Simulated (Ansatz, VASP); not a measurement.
## One calculation of CdSe, two programs

INCAR

```
SYSTEM = CdSe
  PREC = Accurate
  ENCUT = 500
  EDIFF = 1E-6
  ISMEAR = -1
  SIGMA = 0.08
  LREAL = .FALSE.
  LASPH = .TRUE.
  NELM = 120
  ALGO = Normal
  ISIF = 2
  LWAVE = .FALSE.
  LCHARG = .FALSE.
  GGA = PE
  NBANDS = 16
  GGA_COMPAT = .FALSE.
```

Contents of KPOINTS:

```
Automatic mesh
0
G
  14 14 14
  0 0 0
```

File POSCAR:

```
CdSe
1.0
    0.0000000000      2.7179716617      2.7179716617
    2.7179716617      0.0000000000      2.7179716617
    2.7179716617      2.7179716617      0.0000000000
Cd Se
1 1
Direct
    0.0000000000      0.0000000000      0.0000000000
    0.5000000000      0.5000000000      0.5000000000
```

Input for Ansatz:

```yaml
crystal:
  lattice:
    - [0.0, 2.7179716617, 2.7179716617]
    - [2.7179716617, 0.0, 2.7179716617]
    - [2.7179716617, 2.7179716617, 0.0]
  atoms:
    - { symbol: Cd, position: [0.0, 0.0, 0.0] }
    - { symbol: Se, position: [0.5, 0.5, 0.5] }
kpoints:
  mp_grid: { grid: [14, 14, 14] }
scf:
  occupations: { method: fermi_dirac, width: 0.08 }
hamiltonian:
  xc: pbe
  pseudopotentials: { kind: all_electron, lapw: { basis_error: 0.001 } }
output:
  forces: true
  stress: true
  eigenvalues: true
  populations: true
```

Change from the starting cell: volume scaled by 0.85, LAPW.

Alike in both runs: task single point; functional PBE; k mesh 14 × 14 × 14; occupations fermi-dirac, width 0.08 eV; no spin polarisation.

|  | VASP | Ansatz |
| --- | --- | --- |
| version | VASP 6.6.1 | Ansatz 0.2.0 |
| potentials or method | VASP PAW PBE potentials, release 64 (Cd, Se), cutoff 500 eV | all-electron LAPW, scalar-relativistic |

```csv
,VASP,Ansatz,Ansatz less VASP
pressure (GPa),15.1,14.4,-0.72
```

Ansatz ran all-electron here, and VASP with PAW potentials.
